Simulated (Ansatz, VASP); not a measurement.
# One calculation of TaIr2PtAu3, two programs

```
Ta Ir Pt Au
1.0
     3.86198   -0.06930   -0.06999
    -0.06930    3.86812   -0.01993
    -0.14577   -0.04151    8.06746
Ta Ir Pt Au
1 2 1 3
Direct
  0.98997 0.01739 0.91968
  0.51131 0.99113 0.12652
  0.00810 0.49422 0.13097
  0.49217 0.49003 0.37313
  0.99280 0.00431 0.40358
  0.49770 0.00670 0.66621
  0.00795 0.49621 0.66369
```

Change from the starting cell: cell x1, atoms moved at random (sigma 0.05 Å) and cell strained at random (1.5 %), then relaxed without symmetry.

Alike in both runs: task relaxation of cell and atoms; functional PBE; k mesh 6 × 6 × 4; occupations gaussian, width 0.2 eV; no spin polarisation.

```csv
,VASP,Ansatz
version,VASP 6.6.1,Ansatz 0.2.0
potentials or method,"VASP PAW PBE potentials, release 64 (Ta_pv, Ir, Pt, Au), cutoff 600 eV","scalar-relativistic, plane waves, PAW"
valence electrons in the cell,72,122
```

|  | VASP | Ansatz | Ansatz less VASP |
| --- | --- | --- | --- |
| gap on the k mesh at the Fermi level, each at its own relaxed structure (eV) | none | none | - |
| relaxed volume (Å³/atom) | 17.93 | 17.93 | +0.002 |
| relaxed length of the cell vector where the two differ most in proportion (Å) | 3.914 | 3.915 | +0.0012 |

A gap of «none» marks a metal or a gap that the smearing closes. VASP's potentials hold 72 valence electrons a cell and Ansatz's 122, so a difference there can come from the potentials and not from the codes.

Spin-orbit coupling is off throughout.
